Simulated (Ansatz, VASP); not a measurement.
VN: VASP beside Ansatz

```
CELL_PARAMETERS angstrom
2.87993 0.00000 0.00000
0.00000 2.87993 0.00000
0.00000 0.00000 27.21852
ATOMIC_POSITIONS crystal
V 0.50000 0.50000 0.27555
V 0.00000 0.00000 0.35037
V 0.50000 0.50000 0.42518
V 0.00000 0.00000 0.50000
V 0.50000 0.50000 0.57482
V 0.00000 0.00000 0.64963
V 0.50000 0.50000 0.72445
N 0.00000 0.00000 0.27555
N 0.50000 0.50000 0.35037
N 0.00000 0.00000 0.42518
N 0.50000 0.50000 0.50000
N 0.00000 0.00000 0.57482
N 0.50000 0.50000 0.64963
N 0.00000 0.00000 0.72445
```

Alike in both runs: task single point; functional PBEsol; k mesh 12 × 12 × 1; occupations gaussian, width 0.1 eV; no spin polarisation.

|  | VASP | Ansatz |
| --- | --- | --- |
| version | VASP 6.6.1 | Ansatz 0.2.0 |
| potentials or method | VASP PAW PBE potentials, release 64 (V_sv, N), cutoff 520 eV | scalar-relativistic, plane waves, PAW |
| valence electrons in the cell | 126 | 126 |

Ansatz gave:

| Item | Value |
| --- | --- |
| gap on the k mesh at the Fermi level (eV) | none |
| rms of the force components (eV/Å) | 0.697 |

**Question.** Which values does VASP return?

**Answer.** gap on the k mesh at the Fermi level (eV): none; rms of the force components (eV/Å): 0.693.

VASP's potentials were made for PBE, not for PBEsol. A gap of «none» marks a metal or a gap that the smearing closes. Ansatz's warnings: xc potential rough in thin density.
